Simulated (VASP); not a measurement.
# InAs (I-4m2) in VASP: single point with PBE

Aim: the single point of InAs with PBE.

Program: VASP 6.6.1. These are calculated values, not measurements. Logs are shortened: lines on timing, memory, paths and dates and some standing lists are left out, and cuts for length are marked.

### 1 The cell of the first run

The structure is tetragonal, space group I-4m2 (No. 119). Conventional cell: a = 4.304 Å, b = 4.304 Å, c = 6.391 Å, α = 90.00°, β = 90.00°, γ = 90.00°. In (site symmetry -4m2) has 4 As at 2.68 Å within 3.5 Å. Within 3.5 Å of As (site symmetry -4m2) lie 4 In at 2.68 Å.

### 2 Single point, PBE

INCAR

```
PREC     = Accurate       # precision mode
ENCUT    = 520            # plane-wave cutoff, eV
EDIFF    = 1E-6           # SCF threshold, eV
ISMEAR   = 0              # smearing method
SIGMA    = 0.15           # smearing width, eV
LREAL    = F              # projectors in reciprocal space
LASPH    = T              # aspherical terms in the spheres
NELM     = 80             # most SCF steps
ALGO     = Normal         # electronic algorithm
ISIF     = 2              # what is computed and relaxed
LWAVE    = F              # write WAVECAR
LCHARG   = F              # write CHGCAR
GGA      = PE             # functional
NBANDS   = 16             # bands
```

KPOINTS

```
Automatic mesh
0
Gamma
  18 18 18
```

POSCAR

```
InAs
1.0
    0.0000000000      3.0434777135      3.1956515991
    3.0434777135      0.0000000000      3.1956515991
    3.0434777135      3.0434777135      0.0000000000
In As
1 1
Direct
    0.0000000000      0.0000000000      0.0000000000
    0.7500000000      0.7500000000      0.7500000000
```

Potentials or basis: VASP PAW PBE potentials, release 64 (In_d, As).

On the command line:

```console
cat potpaw_PBE.64/In_d/POTCAR potpaw_PBE.64/As/POTCAR > POTCAR
mpirun -np 1 vasp_std > vasp.out
```

OUTCAR:

```text
PREC = Accurate
   ENCUT = 520
   EDIFF = 1E-6
   ISMEAR = 0
   LREAL = F
   LASPH = T
   NELM = 80
   ISIF = 2
   GGA = PE

 ion  position               nearest neighbor table
   1  0.000  0.000  0.000-   2 2.68   2 2.68   2 2.68   2 2.68
   2  0.750  0.750  0.750-   1 2.68   1 2.68   1 2.68   1 2.68

  LATTYP: Found a body centered tetragonal cell.
 ALAT       =     4.3041274592
 C/A-ratio  =     1.4849242405

  Lattice vectors:

 A1 = (  -3.0434777135,   0.0000000000,   3.1956515991)
 A2 = (   3.0434777135,   0.0000000000,   3.1956515991)
 A3 = (   0.0000000000,   3.0434777135,  -3.1956515991)

Analysis of symmetry for initial positions (statically):
=====================================================================
 Subroutine PRICEL returns:
 Original cell was already a primitive cell.

 Routine SETGRP: Setting up the symmetry group for a
 body centered tetragonal supercell.

 Subroutine GETGRP returns: Found  8 space group operations
 (whereof  8 operations were pure point group operations)
 out of a pool of 16 trial point group operations.

The static configuration has the point symmetry D_2d.

Analysis of symmetry for dynamics (positions and initial velocities):
=====================================================================
 Subroutine PRICEL returns:
 Original cell was already a primitive cell.

 Routine SETGRP: Setting up the symmetry group for a
 body centered tetragonal supercell.

 Subroutine GETGRP returns: Found  8 space group operations
 (whereof  8 operations were pure point group operations)
 out of a pool of 16 trial point group operations.

The dynamic configuration has the point symmetry D_2d.

 Subroutine INISYM returns: Found  8 space group operations
 (whereof  8 operations are pure point group operations),
 and found     1 'primitive' translations

----------------------------------------------------------------------------------------

                                     Primitive cell

  volume of cell :      59.2011

  direct lattice vectors                    reciprocal lattice vectors
     0.000000000  3.043477714  3.195651599    -0.164285744  0.164285744  0.156462613
     3.043477714  0.000000000  3.195651599     0.164285744 -0.164285744  0.156462613
     3.043477714  3.043477714  0.000000000     0.164285744  0.164285744 -0.156462613

  length of vectors
     4.413042685  4.413042685  4.304127459     0.280107409  0.280107409  0.280107409

  position of ions in fractional coordinates (direct lattice)
     0.000000000  0.000000000  0.000000000
     0.750000000  0.750000000  0.750000000

  ion indices of the primitive-cell ions
   primitive index   ion index
                 1           1
                 2           2

----------------------------------------------------------------------------------------

 KPOINTS: Automatic mesh

Automatic generation of k-mesh.
 Grid dimensions read from file:
 generate k-points for:   18   18   18

 Generating k-lattice:

  Cartesian coordinates                     Fractional coordinates (reciprocal lattice)
    -0.009126986  0.009126986  0.008692367     0.055555556  0.000000000  0.000000000
     0.009126986 -0.009126986  0.008692367     0.000000000  0.055555556  0.000000000
     0.009126986  0.009126986 -0.008692367    -0.000000000 -0.000000000  0.055555556

  Length of vectors
     0.015561523  0.015561523  0.015561523

  Shift w.r.t. Gamma in fractional coordinates (k-lattice)
     0.000000000  0.000000000  0.000000000

 Subroutine IBZKPT returns following result:
 ===========================================

 Found    480 irreducible k-points:

 Following reciprocal coordinates:
            Coordinates               Weight
  0.000000  0.000000  0.000000      1.000000
  0.055556  0.000000  0.000000      8.000000
  0.111111  0.000000  0.000000      8.000000
  0.166667 -0.000000  0.000000      8.000000
  0.222222 -0.000000  0.000000      8.000000
  0.277778  0.000000  0.000000      8.000000
[... 16 lines left out ...]
 -0.277778  0.055556  0.000000      8.000000
 -0.222222  0.055556  0.000000      8.000000
 [... further k-points ...]
   k-points           NKPTS =    480   k-points in BZ     NKDIM =    480   number of bands    NBANDS=     16
   number of dos      NEDOS =    301   number of ions     NIONS =      2
   total plane-waves  NPLWV =  41472
   dimension x,y,z NGX =    36 NGY =   36 NGZ =   32
   dimension x,y,z NGXF=    72 NGYF=   72 NGZF=   64
   ions per type =               1   1
   NGX,Y,Z   is equivalent  to a cutoff of  13.56, 13.56, 12.36 a.u.
   NGXF,Y,Z  is equivalent  to a cutoff of  27.12, 27.12, 24.72 a.u.
 SYSTEM =  unknown system
   PREC   = accura    normal or accurate (medium, high low for compatibility)
   ISTART =      0    job   : 0-new  1-cont  2-samecut
   ICHARG =      2    charge: 1-file 2-atom 10-const
   ISPIN  =      1    spin polarized calculation?
   LNONCOLLINEAR =      F non collinear calculations
   LSORBIT =      F    spin-orbit coupling
   LASPH  =      T    aspherical Exc in radial PAW
   ENCUT  =  520.0 eV  38.22 Ry    6.18 a.u.   8.21  8.21  8.00*2*pi/ulx,y,z
   NELM   =     80;   NELMIN=  2; NELMDL= -5     # of ELM steps
   EDIFF  = 0.1E-05   stopping-criterion for ELM
   LREAL  =      F    real-space projection
   EDIFFG = 0.1E-04   stopping-criterion for IOM
   NSW    =      0    number of steps for IOM
   IBRION =     -1    ionic relax: 0-MD 1-quasi-New 2-CG
   NFREE  =      0    steps in history (QN), initial steepest desc. (CG)
   ISIF   =      2    stress and relaxation
   ISYM   =      2    0-nonsym 1-usesym 2-fastsym
   POTIM  = 0.5000    time-step for ionic-motion
   TEBEG  =    0.0;   TEEND  =   0.0 temperature during run
   PSTRESS=    0.0 pullay stress
   NELECT =      18.0000    total number of electrons
   NUPDOWN=      -1.0000    fix difference up-down
   EMIN   =  10.00;   EMAX   =-10.00  energy-range for DOS
   EFERMI =   0.00;   METHOD = LEGACY
   ISMEAR =     0;   SIGMA  =   0.15  broadening in eV -4-tet -1-fermi 0-gaus
   EFERMI_NEDOS =   21; number of points for ismear=-14 and -15
   IALGO  =     38    algorithm
   IMIX   =      4    mixing-type and parameters
     AMIX     =   0.40;   BMIX     =  1.00
     AMIX_MAG =   1.60;   BMIX_MAG =  1.00
  volume/ion in A,a.u.               =      29.60       199.75
  Fermi-wavevector in a.u.,A,eV,Ry     =   1.100836  2.080278 16.488069  1.211839
  Thomas-Fermi vector in A             =   2.237253
   LORBIT       =      0    0 simple, 1 ext, 2 COOP (PROOUT), +10 PAW based schemes
   GGA     = PE    functional components
   LHFCALC =     F    Hartree Fock is set to
   AEXX    =    0.0000 exact exchange contribution
   IVDW    =     0    specifies the selected vdW correction
   LEPSILON=     F    determine dielectric tensor
   LRPA    =     F    only Hartree local field effects (RPA)
 non-spin polarized calculation
 Gauss-broadening in eV      SIGMA  =   0.15
  energy-cutoff  :      520.00
  volume of cell :       59.20
 maximum number of plane-waves:      1626
 NGX is ok and might be reduce to    36
   NGX = 17   NGY = 17   NGZ = 17

 number of electron      18.0000002 magnetization

 Free energy of the ion-electron system (eV)
  ---------------------------------------------------
  ext. energy  EPLUGINS =         0.00000000
  ---------------------------------------------------
  free energy    TOTEN  =        -7.70962802 eV

  energy without entropy =       -7.70950096  energy(sigma->0) =       -7.70956449

 E-fermi :   4.0491     XC(G=0):  -8.7988

 val. band max:        3.9182628417   @ k =   0.0000   0.0000   0.0000
 cond. band min:       4.2398052167   @ k =   0.0556   0.0000   0.0000
 fundamental gap:      0.3215423750
 Fermi energy:         4.0491426442

 k-point     1 :       0.0000    0.0000    0.0000
  band No.  band energies     occupation
      1     -10.4397      2.00000
      2     -10.4222      2.00000
      3     -10.4222      2.00000
      4     -10.3338      2.00000
      5     -10.3250      2.00000
      6      -7.5964      2.00000
[... 8 lines left out ...]
     15      12.8980      0.00000
     16      13.5923      0.00000

 k-point     2 :       0.0556    0.0000    0.0000
  band No.  band energies     occupation
      1     -10.4401      2.00000
      2     -10.4239      2.00000
      3     -10.4213      2.00000
      4     -10.3339      2.00000
      5     -10.3249      2.00000
      6      -7.5679      2.00000
[... 8 lines left out ...]
     15      12.6324      0.00000
     16      13.3877      0.00000

 k-point     3 :       0.1111    0.0000    0.0000
  band No.  band energies     occupation
      1     -10.4437      2.00000
      2     -10.4261      2.00000
      3     -10.4187      2.00000
      4     -10.3342      2.00000
      5     -10.3246      2.00000
      6      -7.4838      2.00000
[... 8 lines left out ...]
     15      12.3152      0.00000
     16      12.9209      0.00000

 k-point     4 :       0.1667   -0.0000    0.0000
  band No.  band energies     occupation
      1     -10.4541      2.00000
      2     -10.4246      2.00000
      3     -10.4149      2.00000
      4     -10.3345      2.00000
      5     -10.3239      2.00000
      6      -7.3485      2.00000
[... 8 lines left out ...]
     15      12.3753      0.00000
     16      12.5790      0.00000

 k-point     5 :       0.2222   -0.0000    0.0000
  band No.  band energies     occupation
      1     -10.4686      2.00000
      2     -10.4209      2.00000
      3     -10.4105      2.00000
      4     -10.3346      2.00000
      5     -10.3227      2.00000
      6      -7.1696      2.00000
[... 8 lines left out ...]
     15      12.4161      0.00000
     16      12.4200      0.00000

 k-point     6 :       0.2778    0.0000    0.0000
  band No.  band energies     occupation
      1     -10.4842      2.00000
      2     -10.4168      2.00000
      3     -10.4063      2.00000
      4     -10.3341      2.00000
      5     -10.3210      2.00000
      6      -6.9599      2.00000
[... 8 lines left out ...]
     15      12.4766      0.00000
     16      12.4825      0.00000

 k-point     7 :       0.3333    0.0000    0.0000
  band No.  band energies     occupation
      1     -10.4986      2.00000
      2     -10.4132      2.00000
      3     -10.4028      2.00000
      4     -10.3332      2.00000
      5     -10.3188      2.00000
      6      -6.7386      2.00000
[... 8 lines left out ...]
     15      12.7730      0.00000
     16      12.8592      0.00000

 k-point     8 :       0.3889    0.0000    0.0000
  band No.  band energies     occupation
      1     -10.5102      2.00000
      2     -10.4106      2.00000
      3     -10.4004      2.00000
      4     -10.3321      2.00000
      5     -10.3167      2.00000
      6      -6.5345      2.00000
[... 8 lines left out ...]
     15      13.2537      0.00000
     16      13.4515      0.00000

 k-point     9 :       0.4444   -0.0000    0.0000
  band No.  band energies     occupation
      1     -10.5177      2.00000
      2     -10.4091      2.00000
      3     -10.3990      2.00000
      4     -10.3312      2.00000
      5     -10.3151      2.00000
      6      -6.3859      2.00000
[... 8 lines left out ...]
     15      13.8318      0.00000
     16      14.1014      0.00000
[... 172 lines left out ...]
 k-point    19 :       0.5000    0.0556    0.0000
  band No.  band energies     occupation
      1     -10.5210      2.00000
      2     -10.4078      2.00000
      3     -10.3974      2.00000
      4     -10.3306      2.00000
      5     -10.3156      2.00000
      6      -6.3221      2.00000
[... 8 lines left out ...]
     15      14.1308      0.00000
     16      14.2102      0.00000

 k-point    20 :      -0.4444    0.0556    0.0000
  band No.  band energies     occupation
      1     -10.5201      2.00000
      2     -10.4080      2.00000
      3     -10.3978      2.00000
      4     -10.3315      2.00000
      5     -10.3150      2.00000
      6      -6.3371      2.00000
[... 8 lines left out ...]
     15      13.7208      0.00000
     16      14.4379      0.00000

 k-point    21 :      -0.3889    0.0556    0.0000
  band No.  band energies     occupation
      1     -10.5143      2.00000
      2     -10.4091      2.00000
      3     -10.3992      2.00000
      4     -10.3331      2.00000
      5     -10.3156      2.00000
      6      -6.4543      2.00000
[... 8 lines left out ...]
     15      13.0820      0.00000
     16      14.2308      0.00000

 k-point    22 :      -0.3333    0.0556    0.0000
  band No.  band energies     occupation
      1     -10.5040      2.00000
      2     -10.4113      2.00000
      3     -10.4016      2.00000
      4     -10.3347      2.00000
      5     -10.3170      2.00000
      6      -6.6412      2.00000
[... 8 lines left out ...]
     15      12.5441      0.00000
     16      13.6342      0.00000

 k-point    23 :      -0.2778    0.0556    0.0000
  band No.  band energies     occupation
      1     -10.4903      2.00000
      2     -10.4147      2.00000
      3     -10.4051      2.00000
      4     -10.3359      2.00000
      5     -10.3189      2.00000
      6      -6.8584      2.00000
[... 8 lines left out ...]
     15      12.1878      0.00000
     16      13.0874      0.00000

 k-point    24 :      -0.2222    0.0556    0.0000
  band No.  band energies     occupation
      1     -10.4746      2.00000
      2     -10.4192      2.00000
      3     -10.4093      2.00000
      4     -10.3364      2.00000
      5     -10.3208      2.00000
      6      -7.0736      2.00000
[... 8 lines left out ...]
     15      12.1758      0.00000
     16      12.7433      0.00000

 [... further k-points ...]
[... 5 lines left out ...]
  --------------------------------------------------------------------------------------
  -------------------------------------------------------------------------------------
  Total        0.2188083      0.2188083     -0.4400698      0.0000000      0.0000000      0.0000000
  in kB        5.9216778      5.9216778    -11.9097451      0.0000000      0.0000000      0.0000000
  external PRESSURE =      -0.0221298 kB  Pullay stress =       0.0000000 kB

 VOLUME and BASIS-vectors are now :
 -----------------------------------------------------------------------------
  energy-cutoff  :      520.00
  volume of cell :       59.20
      direct lattice vectors                 reciprocal lattice vectors
     0.000000000  3.043477714  3.195651599    -0.164285744  0.164285744  0.156462613
     3.043477714  0.000000000  3.195651599     0.164285744 -0.164285744  0.156462613
     3.043477714  3.043477714  0.000000000     0.164285744  0.164285744 -0.156462613

 POSITION                                       TOTAL-FORCE (eV/Angst)
 -----------------------------------------------------------------------------------
      0.00000      0.00000      0.00000        -0.000000     -0.000000      0.000000
      4.56522      4.56522      4.79348         0.000000      0.000000      0.000000
 -----------------------------------------------------------------------------------
    total drift:                               -0.000003     -0.000003      0.000004

  FREE ENERGIE OF THE ION-ELECTRON SYSTEM (eV)
  ---------------------------------------------------
  free  energy   TOTEN  =        -7.7096280225 eV

  energy  without entropy=       -7.7095009581  energy(sigma->0) =       -7.70956449
```

Run time: 2.9 min. Hardware: 1 thread of Intel Xeon 6975P-C (Granite Rapids), shared host; peak memory 0.58 GiB.

What came out:

* Free energy: -7.7096 eV
* Pressure: 0.0 GPa
* Band gap on the k mesh: zero (filled and empty bands touch)

Caveat: semilocal functionals underestimate gaps, and a narrow one can read as zero; spin-orbit coupling is left out, which moves the levels of the heavy elements.

The gap in the log of VASP goes by the Fermi energy; the results here count the filled bands.